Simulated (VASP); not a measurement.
# Ga (Cmcm) in VASP: further runs, part 2 of 2

VASP 6.6.1.

### Step 3. Electric field gradients, LDA (volume scaled by 1.05)

Contents of INCAR:

```
SYSTEM = Ga
  PREC = Accurate
  ENCUT = 520
  EDIFF = 1E-8
  ISMEAR = -1
  SIGMA = 0.08
  LREAL = .False.
  LASPH = .True.
  NELM = 80
  ALGO = Normal
  ISIF = 2
  LWAVE = .False.
  LCHARG = .False.
  LEFG = .True.
  NBANDS = 20
```

Contents of KPOINTS:

```
Automatic mesh
0
Gamma
  12 12 10
  0 0 0
```

Contents of POSCAR:

```
Ga
1.0
    1.4737747174     -4.1316511905      0.0000000000
    1.4737747174      4.1316511905      0.0000000000
    0.0000000000      0.0000000000      3.2219764511
Ga
2
Direct
    0.8670000000      0.1330000000      0.2500000000
    0.1330000000      0.8670000000      0.7500000000
```

Potentials or basis: VASP PAW LDA potentials, release 64 (Ga_d).

The run is started by

```bash
cat potpaw_LDA.64/Ga_d/POTCAR > POTCAR
mpirun -np 1 vasp_std > vasp.out
```

OUTCAR:

```text
SYSTEM = Ga
   PREC = Accurate
   ENCUT = 520
   EDIFF = 1E-8
   ISMEAR = -1
   LREAL = .False.
   LASPH = .True.
   NELM = 80
   ISIF = 2

 ion  position               nearest neighbor table
   1  0.867  0.133  0.250-   2 2.73   2 2.73   2 2.92   2 2.92   2 2.92   2 2.92
   2  0.133  0.867  0.750-   1 2.73   1 2.73   1 2.92   1 2.92   1 2.92   1 2.92

  LATTYP: Found a base centered orthorhombic cell.
 ALAT       =     2.9475494348
 B/A-ratio  =     2.8034482759
 C/A-ratio  =     1.0931034483

  Lattice vectors:

 A1 = (   1.4737747174,  -4.1316511905,   0.0000000000)
 A2 = (   1.4737747174,   4.1316511905,   0.0000000000)
 A3 = (   0.0000000000,   0.0000000000,   3.2219764511)

Analysis of symmetry for initial positions (statically):
=====================================================================
 Subroutine PRICEL returns:
 Original cell was already a primitive cell.

 Routine SETGRP: Setting up the symmetry group for a
 base centered orthorhombic supercell.

 Subroutine GETGRP returns: Found  8 space group operations
 (whereof  4 operations were pure point group operations)
 out of a pool of  8 trial point group operations.

The static configuration has the point symmetry C_2h.
 The point group associated with its full space group is D_2h.

Analysis of symmetry for dynamics (positions and initial velocities):
=====================================================================
 Subroutine PRICEL returns:
 Original cell was already a primitive cell.

 Routine SETGRP: Setting up the symmetry group for a
 base centered orthorhombic supercell.

 Subroutine GETGRP returns: Found  8 space group operations
 (whereof  4 operations were pure point group operations)
[... 160 lines left out ...]
      1     -10.2549      2.00000
      2     -10.2395      2.00000
      3     -10.1772      2.00000
      4     -10.1585      2.00000
      5      -9.9945      2.00000
      6      -9.9824      2.00000
[... 541 lines left out ...]
     19      15.1418      0.00000
     20      17.2272      0.00000

 [... further k-points ...]

------------------------ aborting loop because EDIFF is reached ----------------------------------------

  FORCE on cell =-STRESS in cart. coord.  units (eV):
  Direction    XX          YY          ZZ          XY          YZ          ZX
  --------------------------------------------------------------------------------------
  -------------------------------------------------------------------------------------
  Total       -1.7886218     -1.2076549     -1.1426408      0.0000000      0.0000000      0.0000000
  in kB      -73.0334806    -49.3112842    -46.6566128      0.0000000      0.0000000      0.0000000
  external PRESSURE =     -56.3337925 kB  Pullay stress =       0.0000000 kB

 VOLUME and BASIS-vectors are now :
 -----------------------------------------------------------------------------
  energy-cutoff  :      520.00
  volume of cell :       39.24
      direct lattice vectors                 reciprocal lattice vectors
     1.473774717 -4.131651191  0.000000000     0.339264878 -0.121016992  0.000000000
     1.473774717  4.131651191  0.000000000     0.339264878  0.121016992  0.000000000
     0.000000000  0.000000000  3.221976451     0.000000000  0.000000000  0.310368501

 POSITION                                       TOTAL-FORCE (eV/Angst)
 -----------------------------------------------------------------------------------
      1.47377     -3.03263      0.80549         0.000000      0.154507     -0.000000
      1.47377      3.03263      2.41648         0.000000     -0.154507      0.000000
 -----------------------------------------------------------------------------------
    total drift:                                0.000000     -0.000000     -0.000000

  FREE ENERGIE OF THE ION-ELECTRON SYSTEM (eV)
  ---------------------------------------------------
  free  energy   TOTEN  =        -7.0538451534 eV

  energy  without entropy=       -7.0356702198  energy(sigma->0) =       -7.04475769

 Electric field gradients (V/A^2)
---------------------------------------------------------------------
 ion       V_xx      V_yy      V_zz      V_xy      V_xz      V_yz
---------------------------------------------------------------------
   1      10.491   -26.253    15.762    -0.000     0.000    -0.000
   2      10.491   -26.253    15.762    -0.000    -0.000     0.000
---------------------------------------------------------------------

 Electric field gradients after diagonalization (V/A^2)
 (convention: |V_zz| > |V_xx| > |V_yy|)
----------------------------------------------------------------------
 ion       V_xx      V_yy      V_zz     asymmetry (V_yy - V_xx)/ V_zz
----------------------------------------------------------------------
   1      15.762    10.491   -26.253       0.201
   2      15.762    10.491   -26.253       0.201
----------------------------------------------------------------------

           NMR quadrupolar parameters

 Cq : quadrupolar parameter    Cq=e*Q*V_zz/h
 eta: asymmetry parameters     (V_yy - V_xx)/ V_zz
 Q  : nuclear electric quadrupole moment in mb (millibarn)
----------------------------------------------------------------------
 ion       Cq(MHz)       eta       Q (mb)
----------------------------------------------------------------------
   1      -0.063       0.201       1.000
   2      -0.063       0.201       1.000
----------------------------------------------------------------------
```

Run time: 4.7 min. Hardware: 1 thread of AMD EPYC 7R13, shared host; peak memory 0.25 GiB.

What came out:

```yaml
Free_energy: -7.0538 eV
Pressure: -5.6 GPa
Largest_force: 0.155 eV/Å
Band_gap_on_the_k_mesh: zero (band 13 reaches 9.87 eV, above the bottom of band 14 at 0.97 eV)
```

Forces on the atoms (eV/Å):
```
Ga   0.000  0.155  0.000
Ga   0.000 -0.155  0.000
```

Levels at points of the mesh, in eV from the Fermi level:
```csv
k point,band 9,band 10,band 11,band 12,band 13,band 14,band 15,band 16,band 17,band 18
"(0.00, 0.00, 0.00)",-14.87,-14.73,-10.87,-2.10,-1.77,2.80,6.53,7.49,8.39,10.08
"(0.50, 0.00, 0.00)",-14.79,-14.78,-6.60,-5.19,-1.62,-0.50,6.14,6.38,8.51,8.91
"(0.50, 0.50, 0.00)",-14.83,-14.79,-8.92,-8.31,4.93,5.56,5.62,6.66,6.80,9.21
"(0.00, 0.00, 0.50)",-14.80,-14.80,-7.20,-7.20,1.84,1.84,2.36,2.36,9.80,9.80
"(0.50, 0.00, 0.50)",-14.78,-14.78,-3.09,-3.09,-1.52,-1.52,1.82,1.82,4.18,4.18
"(0.50, 0.50, 0.50)",-14.85,-14.85,-5.55,-5.55,-3.97,-3.97,9.14,9.14,10.88,10.88
```

Electric field gradients, principal values (V/Å²):
| atom | least | middle | greatest (by size) |
| --- | --- | --- | --- |
| 1 Ga | 10.491 | 15.762 | -26.253 |
| 2 Ga | 10.491 | 15.762 | -26.253 |

Caveat: the cell differs from its parent crystal (volume scaled by 1.05); without QUAD_EFG the Cq values of the log hold for a quadrupole moment of 1 mb, not for the nuclei.

### Step 4. Density of states, LDA

This run uses another cell than the first one, of 18.68 Å³/atom, 0.952 times its volume.

Contents of POSCAR:

```
Ga
1.0
    1.4500000000     -4.0650000000      0.0000000000
    1.4500000000      4.0650000000      0.0000000000
    0.0000000000      0.0000000000      3.1700000000
Ga
2
Direct
    0.8670000000      0.1330000000      0.2500000000
    0.1330000000      0.8670000000      0.7500000000
```

Contents of INCAR.step1:

```
SYSTEM = Ga
ALGO = Normal
EDIFF = 1E-6
ENCUT = 520
ISIF = 2
ISMEAR = -1
LASPH = .True.
LCHARG = .True.
LREAL = .False.
LWAVE = .False.
NBANDS = 20
NELM = 80
PREC = Accurate
SIGMA = 0.08
```

Contents of KPOINTS.step1:

```
k-points
0
Gamma
  12 12 10
  0 0 0
```

Contents of INCAR.step2:

```
SYSTEM = Ga
ALGO = Normal
EDIFF = 1E-6
ENCUT = 520
ICHARG = 11
ISIF = 2
ISMEAR = -5
LASPH = .True.
LCHARG = .False.
LORBIT = 11
LREAL = .False.
LWAVE = .False.
NBANDS = 20
NEDOS = 1001
NELM = 80
PREC = Accurate
SIGMA = 0.08
```

Contents of KPOINTS.step2:

```
k-points
0
Gamma
  18 18 15
  0 0 0
```

Potentials or basis: VASP PAW LDA potentials, release 64 (Ga_d).

The run is started by

```bash
cat potpaw_LDA.64/Ga_d/POTCAR > POTCAR
cp INCAR.step1 INCAR
cp KPOINTS.step1 KPOINTS
mpirun -np 1 vasp_std > vasp.out
cp INCAR.step2 INCAR
cp KPOINTS.step2 KPOINTS
mpirun -np 1 vasp_std > vasp.out
```

OUTCAR:

```text
SYSTEM = Ga
   EDIFF = 1E-6
   ENCUT = 520
   ICHARG = 11
   ISIF = 2
   ISMEAR = -5
   LASPH = .True.
   LORBIT = 11
   LREAL = .False.
   NELM = 80
   PREC = Accurate

 ion  position               nearest neighbor table
   1  0.867  0.133  0.250-   2 2.68   2 2.68   2 2.87   2 2.87   2 2.87   2 2.87
   2  0.133  0.867  0.750-   1 2.68   1 2.68   1 2.87   1 2.87   1 2.87   1 2.87

  LATTYP: Found a base centered orthorhombic cell.
 ALAT       =     2.9000000000
 B/A-ratio  =     2.8034482759
 C/A-ratio  =     1.0931034483

  Lattice vectors:

 A1 = (   1.4500000000,  -4.0650000000,   0.0000000000)
 A2 = (   1.4500000000,   4.0650000000,   0.0000000000)
 A3 = (   0.0000000000,   0.0000000000,   3.1700000000)

Analysis of symmetry for initial positions (statically):
=====================================================================
 Subroutine PRICEL returns:
 Original cell was already a primitive cell.

 Routine SETGRP: Setting up the symmetry group for a
 base centered orthorhombic supercell.

 Subroutine GETGRP returns: Found  8 space group operations
 (whereof  4 operations were pure point group operations)
 out of a pool of  8 trial point group operations.

The static configuration has the point symmetry C_2h.
 The point group associated with its full space group is D_2h.

Analysis of symmetry for dynamics (positions and initial velocities):
=====================================================================
 Subroutine PRICEL returns:
 Original cell was already a primitive cell.

 Routine SETGRP: Setting up the symmetry group for a
 base centered orthorhombic supercell.

 Subroutine GETGRP returns: Found  8 space group operations
 (whereof  4 operations were pure point group operations)
 out of a pool of  8 trial point group operations.

The dynamic configuration has the point symmetry C_2h.
 The point group associated with its full space group is D_2h.

 Subroutine INISYM returns: Found  8 space group operations
 (whereof  4 operations are pure point group operations),
 and found     1 'primitive' translations

[... 121 lines left out ...]
   GGA     = CA    functional components
   LHFCALC =     F    Hartree Fock is set to
   AEXX    =    0.0000 exact exchange contribution
   IVDW    =     0    specifies the selected vdW correction
   LEPSILON=     F    determine dielectric tensor
   LRPA    =     F    only Hartree local field effects (RPA)
 non-spin polarized calculation
 Fermi weights with tetrahedron method with Bloechl corrections
  energy-cutoff  :      520.00
  volume of cell :       37.37
 maximum number of plane-waves:      1032

 number of electron      26.0000003 magnetization

 Free energy of the ion-electron system (eV)
  ---------------------------------------------------
  ext. energy  EPLUGINS =         0.00000000
  ---------------------------------------------------
  free energy    TOTEN  =        -7.10732995 eV

  energy without entropy =       -7.10732995  energy(sigma->0) =       -7.10732995

 E-fermi :   5.4043     XC(G=0): -11.3314

 val. band max:        5.5920289276   @ k =   0.5000   0.1667   0.4000
 cond. band min:       5.2958134985   @ k =  -0.4444   0.1111   0.3333
 fundamental gap:     -0.2962154291
 Fermi energy:         5.4042552954

 k-point     1 :       0.0000    0.0000    0.0000
  band No.  band energies     occupation
      1      -9.8809      2.00000
      2      -9.8588      2.00000
      3      -9.7888      2.00000
      4      -9.7729      2.00000
      5      -9.5834      2.00000
      6      -9.5672      2.00000
[... 541 lines left out ...]
     19      17.1374      0.00000
     20      20.5184      0.00000

 [... further k-points ...]

------------------------ aborting loop because EDIFF is reached ----------------------------------------

  FORCE on cell =-STRESS in cart. coord.  units (eV):
  Direction    XX          YY          ZZ          XY          YZ          ZX
  --------------------------------------------------------------------------------------
  -------------------------------------------------------------------------------------
  Total       -1.3349965     -0.8415330     -0.5397209      0.0000000      0.0000000      0.0000000
  in kB      -57.2364775    -36.0797849    -23.1399293      0.0000000      0.0000000      0.0000000
  external PRESSURE =     -38.8187306 kB  Pullay stress =       0.0000000 kB

 VOLUME and BASIS-vectors are now :
 -----------------------------------------------------------------------------
  energy-cutoff  :      520.00
  volume of cell :       37.37
      direct lattice vectors                 reciprocal lattice vectors
     1.450000000 -4.065000000  0.000000000     0.344827586 -0.123001230  0.000000000
     1.450000000  4.065000000  0.000000000     0.344827586  0.123001230  0.000000000
     0.000000000  0.000000000  3.170000000     0.000000000  0.000000000  0.315457413

 POSITION                                       TOTAL-FORCE (eV/Angst)
 -----------------------------------------------------------------------------------
      1.45000     -2.98371      0.79250         0.000000      0.193217      0.000000
      1.45000      2.98371      2.37750         0.000000     -0.193217      0.000000
 -----------------------------------------------------------------------------------
    total drift:                                0.000000     -0.000000      0.000000

  FREE ENERGIE OF THE ION-ELECTRON SYSTEM (eV)
  ---------------------------------------------------
  free  energy   TOTEN  =        -7.1073299505 eV

  energy  without entropy=       -7.1073299505  energy(sigma->0) =       -7.10732995

 total charge

# of ion       s       p       d       tot
------------------------------------------
    1        1.017   0.606   9.959  11.582
    2        1.017   0.606   9.959  11.582
--------------------------------------------------
tot          2.034   1.212  19.917  23.163
```

OSZICAR.step1:

```text
N       E                     dE             d eps       ncg     rms          rms(c)
DAV:   1     0.129679037496E+03    0.12968E+03   -0.13255E+04 10848   0.246E+03
DAV:   2     0.425173477545E+01   -0.12543E+03   -0.12245E+03 10632   0.382E+02
DAV:   3    -0.701237910082E+01   -0.11264E+02   -0.11202E+02 11656   0.945E+01
DAV:   4    -0.718263096975E+01   -0.17025E+00   -0.17015E+00 11784   0.128E+01
DAV:   5    -0.718550877554E+01   -0.28778E-02   -0.28777E-02 11712   0.164E+00    0.140E+00
DAV:   6    -0.712482179384E+01    0.60687E-01   -0.10235E-01 14124   0.522E+00    0.692E-01
DAV:   7    -0.711050225175E+01    0.14320E-01   -0.17593E-02 14796   0.174E+00    0.190E-01
DAV:   8    -0.710892863978E+01    0.15736E-02   -0.24195E-03 11456   0.676E-01    0.165E-02
DAV:   9    -0.710893557321E+01   -0.69334E-05   -0.85907E-05 12028   0.981E-02    0.584E-03
DAV:  10    -0.710893513987E+01    0.43335E-06   -0.56878E-06 11280   0.300E-02
   1 F= -.71089351E+01 E0= -.71003765E+01  d E =-.171173E-01
```

Run time: 11 min. Hardware: 1 thread of AMD EPYC 7R13, shared host; peak memory 0.49 GiB.

Results:

| Property | Result |
| --- | --- |
| Valence electrons inside the program's atomic spheres | Ga 11.58 |

Caveat: tetrahedron occupations give inexact forces and stress in metals.
